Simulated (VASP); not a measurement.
# MgSi (P4mm) in VASP: a series of runs

The runs below take MgSi through single point, with r2SCAN.

All numbers are computed with VASP 6.6.1; they aren't measurements. Logs are shortened: lines on timing, memory, paths and dates and some standing lists are left out, and cuts for length are marked.

### 1 The cell of the first run

The structure is tetragonal, space group P4mm (No. 99). The conventional cell has a = 2.908 Å, b = 2.908 Å, c = 4.103 Å, α = 90.00°, β = 90.00°, γ = 90.00°. Within 3.6 Å of Mg (site symmetry 4mm) lie 8 Si at 2.77 to 3.05 Å and 4 Mg at 2.91 Å. Si (site symmetry 4mm) has 8 Mg at 2.77 to 3.05 Å and 4 Si at 2.91 Å within 3.6 Å.

### 2 Single point, r2SCAN (all Si atoms moved -0.200 Å, as atom 2 along Cartesian [0 0 1])

POSCAR

```
MgSi
1.0
    2.9083940000      0.0000000000      0.0000000000
    0.0000000000      2.9083940000      0.0000000000
    0.0000000000      0.0000000000      4.1034270000
Mg Si
1 1
Direct
    0.0000000000      0.0000000000      0.0000000000
    0.5000000000      0.5000000000      0.4512602515
```

INCAR.step1

```
  PREC = Accurate
  ENCUT = 520
  ISMEAR = 0
  SIGMA = 0.15
  LREAL = False
  LASPH = True
  NELM = 100
  NBANDS = 10
  GGA = PE
  ALGO = Normal
  EDIFF = 1E-4
  LWAVE = True
  LCHARG = False
```

INCAR.step2

```
  PREC = Accurate
  ENCUT = 520
  EDIFF = 1E-6
  ISMEAR = 0
  SIGMA = 0.15
  LREAL = False
  LASPH = True
  NELM = 100
  ALGO = Normal
  ISIF = 2
  LWAVE = False
  LCHARG = True
  METAGGA = R2SCAN
  LMIXTAU = True
  LELF = True
  LVHAR = True
  NBANDS = 10
  ISTART = 1
```

KPOINTS

```
regular mesh
0
Gamma
  16 16 12
```

Potentials or basis: VASP PAW PBE potentials, release 64 (Mg, Si).

Launch:

```sh
> cat potpaw_PBE.64/Mg/POTCAR potpaw_PBE.64/Si/POTCAR > POTCAR
> cp INCAR.step1 INCAR
> mpirun -np 1 vasp_std > vasp.out
> cp INCAR.step2 INCAR
> mpirun -np 1 vasp_std > vasp.out
```

OUTCAR:

```text
PREC = Accurate
   ENCUT = 520
   EDIFF = 1E-6
   ISMEAR = 0
   LREAL = False
   LASPH = True
   NELM = 100
   ISIF = 2
   METAGGA = R2SCAN
   ISTART = 1

 ion  position               nearest neighbor table
   1  0.000  0.000  0.000-   2 2.77   2 2.77   2 2.77   2 2.77   2 3.05   2 3.05   2 3.05   2 3.05

   2  0.500  0.500  0.451-   1 2.77   1 2.77   1 2.77   1 2.77   1 3.05   1 3.05   1 3.05   1 3.05

  LATTYP: Found a simple tetragonal cell.
 ALAT       =     2.9083940000
 C/A-ratio  =     1.4108910278

  Lattice vectors:

 A1 = (   2.9083940000,   0.0000000000,   0.0000000000)
 A2 = (   0.0000000000,   2.9083940000,   0.0000000000)
 A3 = (   0.0000000000,   0.0000000000,   4.1034270000)

Analysis of symmetry for initial positions (statically):
=====================================================================
 Subroutine PRICEL returns:
 Original cell was already a primitive cell.

 Routine SETGRP: Setting up the symmetry group for a
 simple tetragonal supercell.

 Subroutine GETGRP returns: Found  8 space group operations
 (whereof  8 operations were pure point group operations)
 out of a pool of 16 trial point group operations.

The static configuration has the point symmetry C_4v.

Analysis of symmetry for dynamics (positions and initial velocities):
=====================================================================
 Subroutine PRICEL returns:
 Original cell was already a primitive cell.

 Routine SETGRP: Setting up the symmetry group for a
 simple tetragonal supercell.

 Subroutine GETGRP returns: Found  8 space group operations
 (whereof  8 operations were pure point group operations)
 out of a pool of 16 trial point group operations.

The dynamic configuration has the point symmetry C_4v.

 Subroutine INISYM returns: Found  8 space group operations
 (whereof  8 operations are pure point group operations),
 and found     1 'primitive' translations

----------------------------------------------------------------------------------------

                                     Primitive cell

  volume of cell :      34.7099

  direct lattice vectors                    reciprocal lattice vectors
     2.908394000  0.000000000  0.000000000     0.343832369  0.000000000  0.000000000
     0.000000000  2.908394000  0.000000000     0.000000000  0.343832369  0.000000000
     0.000000000  0.000000000  4.103427000     0.000000000  0.000000000  0.243698743

  length of vectors
     2.908394000  2.908394000  4.103427000     0.343832369  0.343832369  0.243698743

  position of ions in fractional coordinates (direct lattice)
     0.000000000  0.000000000  0.000000000
     0.500000000  0.500000000  0.451260252

  ion indices of the primitive-cell ions
   primitive index   ion index
                 1           1
                 2           2

----------------------------------------------------------------------------------------

 KPOINTS: regular mesh

Automatic generation of k-mesh.
 Grid dimensions read from file:
 generate k-points for:   16   16   12

 Generating k-lattice:

  Cartesian coordinates                     Fractional coordinates (reciprocal lattice)
     0.021489523  0.000000000  0.000000000     0.062500000  0.000000000  0.000000000
     0.000000000  0.021489523  0.000000000     0.000000000  0.062500000  0.000000000
     0.000000000  0.000000000  0.020308229     0.000000000  0.000000000  0.083333333

  Length of vectors
     0.021489523  0.021489523  0.020308229

  Shift w.r.t. Gamma in fractional coordinates (k-lattice)
     0.000000000  0.000000000  0.000000000

 Subroutine IBZKPT returns following result:
 ===========================================

 Found    315 irreducible k-points:

 Following reciprocal coordinates:
            Coordinates               Weight
  0.000000  0.000000  0.000000      1.000000
  0.062500  0.000000  0.000000      4.000000
  0.125000  0.000000  0.000000      4.000000
  0.187500  0.000000  0.000000      4.000000
  0.250000  0.000000  0.000000      4.000000
  0.312500  0.000000  0.000000      4.000000
[... 16 lines left out ...]
  0.437500  0.125000  0.000000      8.000000
  0.500000  0.125000  0.000000      4.000000
 [... further k-points ...]
   k-points           NKPTS =    315   k-points in BZ     NKDIM =    315   number of bands    NBANDS=     10
   number of dos      NEDOS =    301   number of ions     NIONS =      2
   total plane-waves  NPLWV =  18432
   dimension x,y,z NGX =    24 NGY =   24 NGZ =   32
   dimension x,y,z NGXF=    48 NGYF=   48 NGZF=   64
   ions per type =               1   1
   NGX,Y,Z   is equivalent  to a cutoff of  13.72, 13.72, 12.96 a.u.
   NGXF,Y,Z  is equivalent  to a cutoff of  27.44, 27.44, 25.93 a.u.
 SYSTEM =  unknown system
   PREC   = accura    normal or accurate (medium, high low for compatibility)
   ISTART =      1    job   : 0-new  1-cont  2-samecut
   ICHARG =      0    charge: 1-file 2-atom 10-const
   ISPIN  =      1    spin polarized calculation?
   LNONCOLLINEAR =      F non collinear calculations
   LSORBIT =      F    spin-orbit coupling
   LASPH  =      T    aspherical Exc in radial PAW
   ENCUT  =  520.0 eV  38.22 Ry    6.18 a.u.   5.41  5.41  7.63*2*pi/ulx,y,z
   NELM   =    100;   NELMIN=  2; NELMDL=  0     # of ELM steps
   EDIFF  = 0.1E-05   stopping-criterion for ELM
   LREAL  =      F    real-space projection
   EDIFFG = 0.1E-04   stopping-criterion for IOM
   NSW    =      0    number of steps for IOM
   IBRION =     -1    ionic relax: 0-MD 1-quasi-New 2-CG
   NFREE  =      0    steps in history (QN), initial steepest desc. (CG)
   ISIF   =      2    stress and relaxation
   ISYM   =      2    0-nonsym 1-usesym 2-fastsym
   POTIM  = 0.5000    time-step for ionic-motion
   TEBEG  =    0.0;   TEEND  =   0.0 temperature during run
   PSTRESS=    0.0 pullay stress
   NELECT =       6.0000    total number of electrons
   NUPDOWN=      -1.0000    fix difference up-down
   EMIN   =  10.00;   EMAX   =-10.00  energy-range for DOS
   EFERMI =   0.00;   METHOD = LEGACY
   ISMEAR =     0;   SIGMA  =   0.15  broadening in eV -4-tet -1-fermi 0-gaus
   EFERMI_NEDOS =   21; number of points for ismear=-14 and -15
   IALGO  =     38    algorithm
   IMIX   =      4    mixing-type and parameters
     AMIX     =   0.40;   BMIX     =  1.00
     AMIX_MAG =   1.60;   BMIX_MAG =  1.00
  volume/ion in A,a.u.               =      17.35       117.12
  Fermi-wavevector in a.u.,A,eV,Ry     =   0.911957  1.723348 11.315488  0.831665
  Thomas-Fermi vector in A             =   2.036296
   LORBIT       =      0    0 simple, 1 ext, 2 COOP (PROOUT), +10 PAW based schemes
   METAGGA = R2SCAN    functional components
   LHFCALC =     F    Hartree Fock is set to
   AEXX    =    0.0000 exact exchange contribution
   IVDW    =     0    specifies the selected vdW correction
   LEPSILON=     F    determine dielectric tensor
   LRPA    =     F    only Hartree local field effects (RPA)
 non-spin polarized calculation
 Gauss-broadening in eV      SIGMA  =   0.15
  energy-cutoff  :      520.00
  volume of cell :       34.71
 maximum number of plane-waves:       952
 NGX is ok and might be reduce to    24
   NGX = 11   NGY = 11   NGZ = 15

 number of electron       6.0000000 magnetization

 Free energy of the ion-electron system (eV)
  ---------------------------------------------------
  ext. energy  EPLUGINS =         0.00000000
  ---------------------------------------------------
  free energy    TOTEN  =       -12.54066414 eV

  energy without entropy =      -12.53158244  energy(sigma->0) =      -12.53612329

 E-fermi :   6.2092     XC(G=0): -10.4701

 val. band max:        6.2061288702   @ k =   0.3750   0.3125   0.5000
 cond. band min:       6.2151016384   @ k =   0.1875   0.0000   0.0000
 fundamental gap:      0.0089727682
 Fermi energy:         6.2092177112

 k-point     1 :       0.0000    0.0000    0.0000
  band No.  band energies     occupation
      1      -5.7873      2.00000
      2       3.1536      2.00000
      3       5.2694      2.00000
      4      10.7639      0.00000
      5      10.7639      0.00000
      6      11.7876      0.00000
      7      15.3972      0.00000
      8      19.4903      0.00000
      9      19.4903      0.00000
     10      19.9912      0.00000

 k-point     2 :       0.0625    0.0000    0.0000
  band No.  band energies     occupation
      1      -5.7175      2.00000
      2       3.2154      2.00000
      3       5.3384      2.00000
      4       9.5131      0.00000
      5      10.8195      0.00000
      6      12.6809      0.00000
      7      15.8838      0.00000
      8      18.3877      0.00000
      9      19.3380      0.00000
     10      19.5554      0.00000

 k-point     3 :       0.1250    0.0000    0.0000
  band No.  band energies     occupation
      1      -5.5086      2.00000
      2       3.4000      2.00000
      3       5.5415      2.00000
      4       7.7995      0.00000
      5      10.9849      0.00000
      6      13.4363      0.00000
      7      16.5787      0.00000
      8      17.0697      0.00000
      9      18.4374      0.00000
     10      19.7497      0.00000

 k-point     4 :       0.1875    0.0000    0.0000
  band No.  band energies     occupation
      1      -5.1627      2.00000
      2       3.7040      2.00000
      3       5.7703      1.99997
      4       6.2151      0.95576
      5      11.2557      0.00000
      6      13.9572      0.00000
      7      14.9788      0.00000
      8      16.3500      0.00000
      9      19.6434      0.00000
     10      20.0685      0.00000
[... 222 lines left out ...]
 k-point    22 :       0.3750    0.1250    0.0000
  band No.  band energies     occupation
      1      -3.1044      2.00000
      2       1.8438      2.00000
      3       5.4672      2.00000
      4       7.9627      0.00000
      5      10.0339      0.00000
      6      10.9396      0.00000
      7      12.5813      0.00000
      8      15.4371      0.00000
      9      18.6433      0.00000
     10      18.7461      0.00000

 k-point    23 :       0.4375    0.1250    0.0000
  band No.  band energies     occupation
      1      -2.3796      2.00000
      2       0.7332      2.00000
      3       6.0043      1.94666
      4       8.7000      0.00000
      5       9.9672      0.00000
      6      10.5715      0.00000
      7      11.5308      0.00000
      8      14.5751      0.00000
      9      19.1045      0.00000
     10      19.2752      0.00000

 k-point    24 :       0.5000    0.1250    0.0000
  band No.  band energies     occupation
      1      -1.9753      2.00000
      2       0.1998      2.00000
      3       6.2539      0.67389
      4       9.1431      0.00000
      5       9.5725      0.00000
      6      10.7989      0.00000
      7      10.9948      0.00000
      8      14.2244      0.00000
      9      19.2925      0.00000
     10      19.5414      0.00000

 [... further k-points ...]
[... 5 lines left out ...]
  --------------------------------------------------------------------------------------
  -------------------------------------------------------------------------------------
  Total        0.1854691      0.1854691     -0.5260715      0.0000000      0.0000000      0.0000000
  in kB        8.5610872      8.5610872    -24.2829894      0.0000000      0.0000000      0.0000000
  external PRESSURE =      -2.3869384 kB  Pullay stress =       0.0000000 kB

 VOLUME and BASIS-vectors are now :
 -----------------------------------------------------------------------------
  energy-cutoff  :      520.00
  volume of cell :       34.71
      direct lattice vectors                 reciprocal lattice vectors
     2.908394000  0.000000000  0.000000000     0.343832369  0.000000000  0.000000000
     0.000000000  2.908394000  0.000000000     0.000000000  0.343832369  0.000000000
     0.000000000  0.000000000  4.103427000     0.000000000  0.000000000  0.243698743

 POSITION                                       TOTAL-FORCE (eV/Angst)
 -----------------------------------------------------------------------------------
      0.00000      0.00000      0.00000        -0.000000     -0.000000     -0.771454
      1.45420      1.45420      1.85171         0.000000      0.000000      0.771454
 -----------------------------------------------------------------------------------
    total drift:                                0.000000     -0.000000      0.000433

  FREE ENERGIE OF THE ION-ELECTRON SYSTEM (eV)
  ---------------------------------------------------
  free  energy   TOTEN  =       -12.5406641395 eV

  energy  without entropy=      -12.5315824366  energy(sigma->0) =      -12.53612329
```

Wall time 2.5 min (1 thread of Intel Xeon 6975P-C, shared host); peak memory 0.25 GiB.

What came out:

* Free energy: -12.5407 eV
* Pressure: -0.2 GPa
* Largest force: 0.771 eV/Å
* Band gap on the k mesh: zero (band 3 reaches 11.25 eV, above the bottom of band 4 at 4.74 eV)

Forces in eV/Å, atoms in the order of the input:
```
Mg   0.000  0.000 -0.771
Si   0.000  0.000  0.771
```

Caveat: the cell differs from its parent crystal (all Si atoms moved -0.200 Å, as atom 2 along Cartesian [0 0 1]); the PAW data sets were made with another functional, which shifts forces and pressure a little.

### 3 Single point, r2SCAN (all Si atoms moved +0.150 Å, as atom 2 along Cartesian [0 0 1])

POSCAR, as its differences from that of step 2:

```diff
@@ -9,2 +9,2 @@
     0.0000000000      0.0000000000      0.0000000000
-    0.5000000000      0.5000000000      0.4512602515
+    0.5000000000      0.5000000000      0.5365548114
```

INCAR.step1

```
SYSTEM = MgSi
  PREC = Accurate
  ENCUT = 520
  ISMEAR = 0
  SIGMA = 0.15
  LREAL = .FALSE.
  LASPH = .TRUE.
  NELM = 60
  NBANDS = 10
  GGA = PE
  ALGO = Normal
  EDIFF = 1E-4
  LWAVE = .TRUE.
  LCHARG = .FALSE.
```

INCAR.step2

```
SYSTEM = MgSi
  PREC = Accurate
  ENCUT = 520
  EDIFF = 1E-7
  ISMEAR = 0
  SIGMA = 0.15
  LREAL = .FALSE.
  LASPH = .TRUE.
  NELM = 60
  ALGO = Normal
  ISIF = 2
  LWAVE = .FALSE.
  LCHARG = .TRUE.
  METAGGA = R2SCAN
  LMIXTAU = .TRUE.
  LELF = .TRUE.
  LVHAR = .TRUE.
  NBANDS = 10
  ISTART = 1
```

KPOINTS

```
regular mesh
0
G
  16 16 12
  0 0 0
```

Potentials or basis: VASP PAW PBE potentials, release 64 (Mg, Si).

Launch:

```sh
> cat potpaw_PBE.64/Mg/POTCAR potpaw_PBE.64/Si/POTCAR > POTCAR
> cp INCAR.step1 INCAR
> mpirun -np 1 vasp_std > vasp.out
> cp INCAR.step2 INCAR
> mpirun -np 1 vasp_std > vasp.out
```

OUTCAR:

```text
SYSTEM = MgSi
   PREC = Accurate
   ENCUT = 520
   EDIFF = 1E-7
   ISMEAR = 0
   LREAL = .FALSE.
   LASPH = .TRUE.
   NELM = 60
   ISIF = 2
   METAGGA = R2SCAN
   ISTART = 1

 ion  position               nearest neighbor table
   1  0.000  0.000  0.000-   2 2.80   2 2.80   2 2.80   2 2.80   2 3.01   2 3.01   2 3.01   2 3.01

   2  0.500  0.500  0.537-   1 2.80   1 2.80   1 2.80   1 2.80   1 3.01   1 3.01   1 3.01   1 3.01

  LATTYP: Found a simple tetragonal cell.
 ALAT       =     2.9083940000
 C/A-ratio  =     1.4108910278

  Lattice vectors:

 A1 = (   2.9083940000,   0.0000000000,   0.0000000000)
[... 492 lines left out ...]
      7      11.0073      0.00000
      8      14.2395      0.00000
      9      19.3142      0.00000
     10      19.5378      0.00000

 [... further k-points ...]
[... 5 lines left out ...]
  --------------------------------------------------------------------------------------
  -------------------------------------------------------------------------------------
  Total        0.0586107      0.0586107     -0.6492144      0.0000000      0.0000000      0.0000000
  in kB        2.7054196      2.7054196    -29.9671573      0.0000000      0.0000000      0.0000000
  external PRESSURE =      -8.1854394 kB  Pullay stress =       0.0000000 kB

 VOLUME and BASIS-vectors are now :
 -----------------------------------------------------------------------------
  energy-cutoff  :      520.00
  volume of cell :       34.71
      direct lattice vectors                 reciprocal lattice vectors
     2.908394000  0.000000000  0.000000000     0.343832369  0.000000000  0.000000000
     0.000000000  2.908394000  0.000000000     0.000000000  0.343832369  0.000000000
     0.000000000  0.000000000  4.103427000     0.000000000  0.000000000  0.243698743

 POSITION                                       TOTAL-FORCE (eV/Angst)
 -----------------------------------------------------------------------------------
      0.00000      0.00000      0.00000         0.000000     -0.000000      0.573127
      1.45420      1.45420      2.20171         0.000000      0.000000     -0.573127
 -----------------------------------------------------------------------------------
    total drift:                               -0.000000     -0.000000     -0.000534

  FREE ENERGIE OF THE ION-ELECTRON SYSTEM (eV)
  ---------------------------------------------------
  free  energy   TOTEN  =       -12.5742518089 eV

  energy  without entropy=      -12.5651600833  energy(sigma->0) =      -12.56970595
```

OUTCAR.step1:

```text
SYSTEM = MgSi
   PREC = Accurate
   ENCUT = 520
   ISMEAR = 0
   LREAL = .FALSE.
   LASPH = .TRUE.
[... 536 lines left out ...]
      0.00000      0.00000      0.00000         0.000000      0.000000      0.580629
      1.45420      1.45420      2.20171        -0.000000      0.000000     -0.580629
 -----------------------------------------------------------------------------------
    total drift:                               -0.000000     -0.000000     -0.000300

  FREE ENERGIE OF THE ION-ELECTRON SYSTEM (eV)
  ---------------------------------------------------
  free  energy   TOTEN  =        -6.6808362946 eV

  energy  without entropy=       -6.6711174298  energy(sigma->0) =       -6.67597686
```

OSZICAR.step1:

```text
N       E                     dE             d eps       ncg     rms          rms(c)
DAV:   1     0.359479344977E+01    0.35948E+01   -0.25109E+03  6508   0.467E+02
DAV:   2    -0.654128993806E+01   -0.10136E+02   -0.97550E+01  8178   0.607E+01
DAV:   3    -0.680969736665E+01   -0.26841E+00   -0.26547E+00  7938   0.840E+00
DAV:   4    -0.681100554062E+01   -0.13082E-02   -0.13079E-02  7824   0.675E-01
DAV:   5    -0.681101303601E+01   -0.74954E-05   -0.74952E-05  7614   0.488E-02    0.245E+00
DAV:   6    -0.671155658874E+01    0.99456E-01   -0.12976E-01  6870   0.119E+00    0.144E+00
DAV:   7    -0.668319573242E+01    0.28361E-01   -0.67855E-02  7280   0.946E-01    0.370E-01
DAV:   8    -0.668085634019E+01    0.23394E-02   -0.47085E-03  6830   0.333E-01    0.113E-01
DAV:   9    -0.668083629457E+01    0.20046E-04   -0.16774E-04  6676   0.699E-02
   1 F= -.66808363E+01 E0= -.66759769E+01  d E =-.971886E-02
```

It took 2.8 min on 1 thread of Intel Xeon 6975P-C, shared host; peak memory 0.25 GiB.

What came out:

```yaml
Free_energy: -12.5743 eV
Pressure: -0.8 GPa
Largest_force: 0.573 eV/Å
Band_gap_on_the_k_mesh: zero (band 3 reaches 11.29 eV, above the bottom of band 4 at 4.71 eV)
```

Forces on the atoms (eV/Å):
```
Mg   0.000  0.000  0.573
Si   0.000  0.000 -0.573
```

Caveat: the cell differs from its parent crystal (all Si atoms moved +0.150 Å, as atom 2 along Cartesian [0 0 1]); the PAW data sets were made with another functional, which shifts forces and pressure a little.

(Part 1 of 2 ends here.)
